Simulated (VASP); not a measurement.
# TePb (I4/mmm) in VASP: single point with PBE

Aim: the single point of TePb with PBE.

All numbers are computed with VASP 6.6.1; they aren't measurements. Logs are shortened: lines on timing, memory, paths and dates and some standing lists are left out, and cuts for length are marked.

**1. The cell of the first run**

The structure is tetragonal, space group I4/mmm (No. 139). Conventional cell: a = 4.615 Å, b = 4.615 Å, c = 6.335 Å, α = 90.00°, β = 90.00°, γ = 90.00°. Within 4.2 Å of Te (site symmetry 4/mmm) lie 6 Pb at 3.17 to 3.26 Å. Pb (site symmetry 4/mmm) has 6 Te at 3.17 to 3.26 Å within 4.2 Å.

**2. Single point, PBE**

The input, INCAR:

```
SYSTEM = TePb
  PREC = Accurate
  ENCUT = 520
  EDIFF = 1E-6
  ISMEAR = 0
  SIGMA = 0.05
  LREAL = .False.
  LASPH = .True.
  NELM = 60
  ALGO = Normal
  ISIF = 2
  LWAVE = .False.
  LCHARG = .False.
  GGA = PE
  NBANDS = 17
```

The input, KPOINTS:

```
Automatic mesh
0
Gamma
  6 6 6
  0 0 0
```

The input, POSCAR:

```
TePb
1.0
    0.0000000000      3.2633100000      3.1673365356
    3.2633100000      0.0000000000      3.1673365356
    3.2633100000      3.2633100000      0.0000000000
Te Pb
1 1
Direct
    0.5000000000      0.5000000000      0.5000000000
    0.0000000000      0.0000000000      0.0000000000
```

Potentials or basis: VASP PAW PBE potentials, release 64 (Te, Pb_d).

Command:

```
$ cat potpaw_PBE.64/Te/POTCAR potpaw_PBE.64/Pb_d/POTCAR > POTCAR
$ mpirun -np 1 vasp_std > vasp.out
```

OUTCAR:

```text
SYSTEM = TePb
   PREC = Accurate
   ENCUT = 520
   EDIFF = 1E-6
   ISMEAR = 0
   LREAL = .False.
   LASPH = .True.
   NELM = 60
   ISIF = 2
   GGA = PE

 ion  position               nearest neighbor table
   1  0.500  0.500  0.500-   2 3.17   2 3.17   2 3.26   2 3.26   2 3.26   2 3.26
   2  0.000  0.000  0.000-   1 3.17   1 3.17   1 3.26   1 3.26   1 3.26   1 3.26

  LATTYP: Found a body centered tetragonal cell.
 ALAT       =     4.6150172602
 C/A-ratio  =     1.3726217507

  Lattice vectors:

 A1 = (   0.0000000000,  -3.2633100000,  -3.1673365356)
 A2 = (   0.0000000000,   3.2633100000,  -3.1673365356)
 A3 = (   3.2633100000,   0.0000000000,   3.1673365356)

Analysis of symmetry for initial positions (statically):
=====================================================================
 Subroutine PRICEL returns:
 Original cell was already a primitive cell.

 Routine SETGRP: Setting up the symmetry group for a
 body centered tetragonal supercell.

 Subroutine GETGRP returns: Found 16 space group operations
 (whereof 16 operations were pure point group operations)
 out of a pool of 16 trial point group operations.

The static configuration has the point symmetry D_4h.

Analysis of symmetry for dynamics (positions and initial velocities):
=====================================================================
 Subroutine PRICEL returns:
 Original cell was already a primitive cell.

 Routine SETGRP: Setting up the symmetry group for a
 body centered tetragonal supercell.

 Subroutine GETGRP returns: Found 16 space group operations
 (whereof 16 operations were pure point group operations)
 out of a pool of 16 trial point group operations.

The dynamic configuration has the point symmetry D_4h.

 Subroutine INISYM returns: Found 16 space group operations
 (whereof 16 operations are pure point group operations),
 and found     1 'primitive' translations

----------------------------------------------------------------------------------------

                                     Primitive cell

  volume of cell :      67.4592

  direct lattice vectors                    reciprocal lattice vectors
     0.000000000  3.263310000  3.167336536    -0.153218664  0.153218664  0.157861343
     3.263310000  0.000000000  3.167336536     0.153218664 -0.153218664  0.157861343
     3.263310000  3.263310000  0.000000000     0.153218664  0.153218664 -0.157861343

  length of vectors
     4.547660155  4.547660155  4.615017260     0.268089765  0.268089765  0.268089765

  position of ions in fractional coordinates (direct lattice)
     0.500000000  0.500000000  0.500000000
     0.000000000  0.000000000  0.000000000

  ion indices of the primitive-cell ions
   primitive index   ion index
                 1           1
                 2           2

----------------------------------------------------------------------------------------

 KPOINTS: Automatic mesh

Automatic generation of k-mesh.
 Grid dimensions read from file:
 generate k-points for:    6    6    6

 Generating k-lattice:

  Cartesian coordinates                     Fractional coordinates (reciprocal lattice)
    -0.025536444  0.025536444  0.026310224     0.166666667  0.000000000  0.000000000
     0.025536444 -0.025536444  0.026310224     0.000000000  0.166666667  0.000000000
     0.025536444  0.025536444 -0.026310224    -0.000000000 -0.000000000  0.166666667

  Length of vectors
     0.044681627  0.044681627  0.044681627

  Shift w.r.t. Gamma in fractional coordinates (k-lattice)
     0.000000000  0.000000000  0.000000000

 Subroutine IBZKPT returns following result:
 ===========================================

 Found     30 irreducible k-points:

 Following reciprocal coordinates:
            Coordinates               Weight
  0.000000  0.000000  0.000000      1.000000
  0.166667 -0.000000  0.000000      8.000000
  0.333333 -0.000000  0.000000      8.000000
  0.500000 -0.000000  0.000000      4.000000
  0.166667  0.166667  0.000000      2.000000
  0.333333  0.166667  0.000000      8.000000
[... 16 lines left out ...]
  0.333333  0.000000  0.333333      4.000000
  0.500000  0.000000  0.333333     16.000000
 [... further k-points ...]
   k-points           NKPTS =     30   k-points in BZ     NKDIM =     30   number of bands    NBANDS=     17
   number of dos      NEDOS =    301   number of ions     NIONS =      2
   total plane-waves  NPLWV =  46656
   dimension x,y,z NGX =    36 NGY =   36 NGZ =   36
   dimension x,y,z NGXF=    72 NGYF=   72 NGZF=   72
   ions per type =               1   1
   NGX,Y,Z   is equivalent  to a cutoff of  13.16, 13.16, 12.97 a.u.
   NGXF,Y,Z  is equivalent  to a cutoff of  26.32, 26.32, 25.94 a.u.
 SYSTEM =  TePb
   PREC   = accura    normal or accurate (medium, high low for compatibility)
   ISTART =      0    job   : 0-new  1-cont  2-samecut
   ICHARG =      2    charge: 1-file 2-atom 10-const
   ISPIN  =      1    spin polarized calculation?
   LNONCOLLINEAR =      F non collinear calculations
   LSORBIT =      F    spin-orbit coupling
   LASPH  =      T    aspherical Exc in radial PAW
   ENCUT  =  520.0 eV  38.22 Ry    6.18 a.u.   8.46  8.46  8.58*2*pi/ulx,y,z
   NELM   =     60;   NELMIN=  2; NELMDL= -5     # of ELM steps
   EDIFF  = 0.1E-05   stopping-criterion for ELM
   LREAL  =      F    real-space projection
   EDIFFG = 0.1E-04   stopping-criterion for IOM
   NSW    =      0    number of steps for IOM
   IBRION =     -1    ionic relax: 0-MD 1-quasi-New 2-CG
   NFREE  =      0    steps in history (QN), initial steepest desc. (CG)
   ISIF   =      2    stress and relaxation
   ISYM   =      2    0-nonsym 1-usesym 2-fastsym
   POTIM  = 0.5000    time-step for ionic-motion
   TEBEG  =    0.0;   TEEND  =   0.0 temperature during run
   PSTRESS=    0.0 pullay stress
   NELECT =      20.0000    total number of electrons
   NUPDOWN=      -1.0000    fix difference up-down
   EMIN   =  10.00;   EMAX   =-10.00  energy-range for DOS
   EFERMI =   0.00;   METHOD = LEGACY
   ISMEAR =     0;   SIGMA  =   0.05  broadening in eV -4-tet -1-fermi 0-gaus
   EFERMI_NEDOS =   21; number of points for ismear=-14 and -15
   IALGO  =     38    algorithm
   IMIX   =      4    mixing-type and parameters
     AMIX     =   0.40;   BMIX     =  1.00
     AMIX_MAG =   1.60;   BMIX_MAG =  1.00
  volume/ion in A,a.u.               =      33.73       227.62
  Fermi-wavevector in a.u.,A,eV,Ry     =   1.091619  2.062861 16.213147  1.191633
  Thomas-Fermi vector in A             =   2.227868
   LORBIT       =      0    0 simple, 1 ext, 2 COOP (PROOUT), +10 PAW based schemes
   GGA     = PE    functional components
   LHFCALC =     F    Hartree Fock is set to
   AEXX    =    0.0000 exact exchange contribution
   IVDW    =     0    specifies the selected vdW correction
   LEPSILON=     F    determine dielectric tensor
   LRPA    =     F    only Hartree local field effects (RPA)
 non-spin polarized calculation
 Gauss-broadening in eV      SIGMA  =   0.05
  energy-cutoff  :      520.00
  volume of cell :       67.46
 maximum number of plane-waves:      1835
 NGX is ok and might be reduce to    36
   NGX = 17   NGY = 17   NGZ = 17

 number of electron      20.0000004 magnetization

 Free energy of the ion-electron system (eV)
  ---------------------------------------------------
  ext. energy  EPLUGINS =         0.00000000
  ---------------------------------------------------
  free energy    TOTEN  =        -7.48615694 eV

  energy without entropy =       -7.48615694  energy(sigma->0) =       -7.48615694

 E-fermi :   5.8719     XC(G=0):  -9.2995

 val. band max:        5.6539774968   @ k =   0.5000  -0.0000   0.0000
 cond. band min:       6.3422040326   @ k =   0.5000  -0.0000   0.0000
 fundamental gap:      0.6882265358
 Fermi energy:         5.8718893630

 k-point     1 :       0.0000    0.0000    0.0000
  band No.  band energies     occupation
      1     -11.1039      2.00000
      2     -11.0942      2.00000
      3     -11.0932      2.00000
      4     -11.0857      2.00000
      5     -11.0857      2.00000
      6      -6.3986      2.00000
[... 9 lines left out ...]
     16      11.5426      0.00000
     17      13.0031      0.00000

 k-point     2 :       0.1667   -0.0000    0.0000
  band No.  band energies     occupation
      1     -11.1064      2.00000
      2     -11.0976      2.00000
      3     -11.0917      2.00000
      4     -11.0833      2.00000
      5     -11.0818      2.00000
      6      -6.1622      2.00000
[... 9 lines left out ...]
     16      11.9648      0.00000
     17      14.4763      0.00000

 k-point     3 :       0.3333   -0.0000    0.0000
  band No.  band energies     occupation
      1     -11.1126      2.00000
      2     -11.1063      2.00000
      3     -11.0891      2.00000
      4     -11.0765      2.00000
      5     -11.0726      2.00000
      6      -5.5164      2.00000
[... 9 lines left out ...]
     16      13.3124      0.00000
     17      16.5368      0.00000

 k-point     4 :       0.5000   -0.0000    0.0000
  band No.  band energies     occupation
      1     -11.1161      2.00000
      2     -11.1106      2.00000
      3     -11.0884      2.00000
      4     -11.0726      2.00000
      5     -11.0676      2.00000
      6      -4.9627      2.00000
[... 9 lines left out ...]
     16      14.9582      0.00000
     17      14.9585      0.00000

 k-point     5 :       0.1667    0.1667    0.0000
  band No.  band energies     occupation
      1     -11.1043      2.00000
      2     -11.1007      2.00000
      3     -11.0969      2.00000
      4     -11.0793      2.00000
      5     -11.0793      2.00000
      6      -6.0630      2.00000
[... 9 lines left out ...]
     16      12.7965      0.00000
     17      13.3849      0.00000

 k-point     6 :       0.3333    0.1667    0.0000
  band No.  band energies     occupation
      1     -11.1165      2.00000
      2     -11.1027      2.00000
      3     -11.0965      2.00000
      4     -11.0735      2.00000
      5     -11.0708      2.00000
      6      -5.5351      2.00000
[... 9 lines left out ...]
     16      14.1741      0.00000
     17      15.1165      0.00000

 k-point     7 :       0.5000    0.1667    0.0000
  band No.  band energies     occupation
      1     -11.1218      2.00000
      2     -11.1092      2.00000
      3     -11.0911      2.00000
      4     -11.0717      2.00000
      5     -11.0659      2.00000
      6      -4.8852      2.00000
[... 9 lines left out ...]
     16      15.0615      0.00000
     17      15.7245      0.00000

 k-point     8 :      -0.3333    0.1667    0.0000
  band No.  band energies     occupation
      1     -11.1152      2.00000
      2     -11.1128      2.00000
      3     -11.0855      2.00000
      4     -11.0760      2.00000
      5     -11.0705      2.00000
      6      -5.1308      2.00000
[... 9 lines left out ...]
     16      14.2411      0.00000
     17      16.0204      0.00000
[... 203 lines left out ...]
      1     -11.1294      2.00000
      2     -11.1031      2.00000
      3     -11.0953      2.00000
      4     -11.0694      2.00000
      5     -11.0657      2.00000
      6      -4.9836      2.00000
[... 9 lines left out ...]
     16      14.9167      0.00000
     17      15.0540      0.00000

 k-point    20 :      -0.3333    0.3333    0.1667
  band No.  band energies     occupation
      1     -11.1353      2.00000
      2     -11.1039      2.00000
      3     -11.0880      2.00000
      4     -11.0761      2.00000
      5     -11.0616      2.00000
      6      -4.6572      2.00000
[... 9 lines left out ...]
     16      15.8459      0.00000
     17      16.2552      0.00000

 k-point    21 :      -0.1667    0.3333    0.1667
  band No.  band energies     occupation
      1     -11.1332      2.00000
      2     -11.0998      2.00000
      3     -11.0847      2.00000
      4     -11.0812      2.00000
      5     -11.0653      2.00000
      6      -5.0871      2.00000
[... 9 lines left out ...]
     16      14.5688      0.00000
     17      15.5504      0.00000

 k-point    22 :      -0.3333    0.5000    0.1667
  band No.  band energies     occupation
      1     -11.1478      2.00000
      2     -11.0987      2.00000
      3     -11.0971      2.00000
      4     -11.0678      2.00000
      5     -11.0579      2.00000
      6      -4.5203      2.00000
[... 9 lines left out ...]
     16      16.2881      0.00000
     17      17.0106      0.00000

 k-point    23 :       0.3333    0.0000    0.3333
  band No.  band energies     occupation
      1     -11.1428      2.00000
      2     -11.0928      2.00000
      3     -11.0880      2.00000
      4     -11.0779      2.00000
      5     -11.0648      2.00000
      6      -5.3154      2.00000
[... 9 lines left out ...]
     16      15.1928      0.00000
     17      15.3560      0.00000

 k-point    24 :       0.5000    0.0000    0.3333
  band No.  band energies     occupation
      1     -11.1487      2.00000
      2     -11.0914      2.00000
      3     -11.0901      2.00000
      4     -11.0756      2.00000
      5     -11.0616      2.00000
      6      -4.8497      2.00000
[... 9 lines left out ...]
     16      15.8373      0.00000
     17      16.3487      0.00000

 [... further k-points ...]
[... 5 lines left out ...]
  --------------------------------------------------------------------------------------
  -------------------------------------------------------------------------------------
  Total        0.3843323      0.3843323      2.0181046      0.0000000     -0.0000000     -0.0000000
  in kB        9.1280206      9.1280206     47.9306565      0.0000000     -0.0000000     -0.0000000
  external PRESSURE =      22.0622325 kB  Pullay stress =       0.0000000 kB

 VOLUME and BASIS-vectors are now :
 -----------------------------------------------------------------------------
  energy-cutoff  :      520.00
  volume of cell :       67.46
      direct lattice vectors                 reciprocal lattice vectors
     0.000000000  3.263310000  3.167336536    -0.153218664  0.153218664  0.157861343
     3.263310000  0.000000000  3.167336536     0.153218664 -0.153218664  0.157861343
     3.263310000  3.263310000  0.000000000     0.153218664  0.153218664 -0.157861343

 POSITION                                       TOTAL-FORCE (eV/Angst)
 -----------------------------------------------------------------------------------
      3.26331      3.26331      3.16734         0.000000      0.000000     -0.000000
      0.00000      0.00000      0.00000         0.000000      0.000000      0.000000
 -----------------------------------------------------------------------------------
    total drift:                               -0.000000      0.000000      0.000000

  FREE ENERGIE OF THE ION-ELECTRON SYSTEM (eV)
  ---------------------------------------------------
  free  energy   TOTEN  =        -7.4861569383 eV

  energy  without entropy=       -7.4861569383  energy(sigma->0) =       -7.48615694
```

It took 15 s on 1 thread of Intel Xeon Platinum 8559C (Emerald Rapids), shared host; peak memory 0.22 GiB.

What came out:

| Property | Result |
| --- | --- |
| Free energy | -7.4862 eV |
| Pressure | 2.2 GPa |
| Band gap on the k mesh | 0.69 eV, direct |

Stress tensor (GPa, compression positive):
```
0.91 0.00 0.00
0.00 0.91 0.00
0.00 0.00 4.79
```

Caveat: spin-orbit coupling is left out, which moves the levels of the heavy elements. A k mesh can miss the band edges.
